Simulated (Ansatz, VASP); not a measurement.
## Ta2H3: VASP beside Ansatz

```xyz
5
Lattice="3.8855 0.0000 0.0000 0.0000 3.8855 0.0000 0.0000 0.0000 3.3552" Properties=species:S:1:pos:R:3 pbc="T T T"
Ta    0.0000    0.0000    1.6776
Ta    1.9427    1.9427    1.6776
H     0.0000    1.9427    0.0000
H     1.9427    0.0000    0.0000
H     1.9427    1.9427    0.0000
```

Alike in both runs: functional PBE; k mesh 10 × 10 × 12; occupations gaussian, width 0.1 eV; no spin polarisation.

Ansatz relaxed the structure, and its values are those at the end. VASP's run is a single point on that final structure, the one shown.

|  | VASP | Ansatz |
| --- | --- | --- |
| version | VASP 6.6.1 | Ansatz 0.2.0 |
| potentials or method | VASP PAW PBE potentials, release 64 (Ta_pv, H), cutoff 520 eV | scalar-relativistic, plane waves, PAW |
| valence electrons in the cell | 25 | 29 |

Ansatz gave:

```
gap on the k mesh at the Fermi level (eV) : none
pressure (GPa)                            : 0.0
```

Which values does VASP return?

gap on the k mesh at the Fermi level (eV): none; pressure (GPa): 0.1.

A gap of «none» marks a metal or a gap that the smearing closes. VASP's potentials hold 25 valence electrons a cell and Ansatz's 29, so a difference there can come from the potentials and not from the codes.

Spin-orbit coupling is off throughout.
